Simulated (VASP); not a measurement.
Write the native input for VASP 6.6.1 that does the following.

```
Task                   : single point
Functional             : PBE
Potentials or basis    : VASP PAW PBE potentials, release 64 (Mg, O)
Cutoff                 : 520 eV
k mesh                 : 8 × 8 × 8
Occupations            : gaussian, width 0.01 eV
Spin                   : no spin polarisation
Dipole correction      : no
Further INCAR settings : ALGO = Normal; EDIFF = 1e-07; NBANDS = 11
```

The structure of MgO lies in POSCAR:

```
MgO
1.0
    0.0000000000      2.3060412418      2.3060412418
    2.3060412418      0.0000000000      2.3060412418
    2.3060412418      2.3060412418      0.0000000000
Mg O
1 1
Direct
    0.0000000000      0.0000000000      0.0000000000
    0.2500000000      0.2500000000      0.2500000000
```

One way to write it, as run:

INCAR

```
  PREC = Accurate
  ENCUT = 520
  EDIFF = 1E-7
  ISMEAR = 0
  SIGMA = 0.01
  LREAL = False
  LASPH = True
  NELM = 100
  ALGO = Normal
  ISIF = 2
  LWAVE = False
  LCHARG = False
  GGA = PE
  NBANDS = 11
```

KPOINTS

```
Automatic mesh
0
Gamma
  8 8 8
```

Potentials or basis: VASP PAW PBE potentials, release 64 (Mg, O).

Launch:

```console
$ cat potpaw_PBE.64/Mg/POTCAR potpaw_PBE.64/O/POTCAR > POTCAR
$ mpirun -np 1 vasp_std > vasp.out
```

It gave:

| Quantity | Value |
| --- | --- |
| Pressure | -0.4 GPa |
| Band gap on the k mesh | 3.47 eV, direct |

It took 3.3 s on 1 thread of Intel(R) Xeon(R) 6975P-C (Granite Rapids) (shared host), peak memory 0.13 GiB.
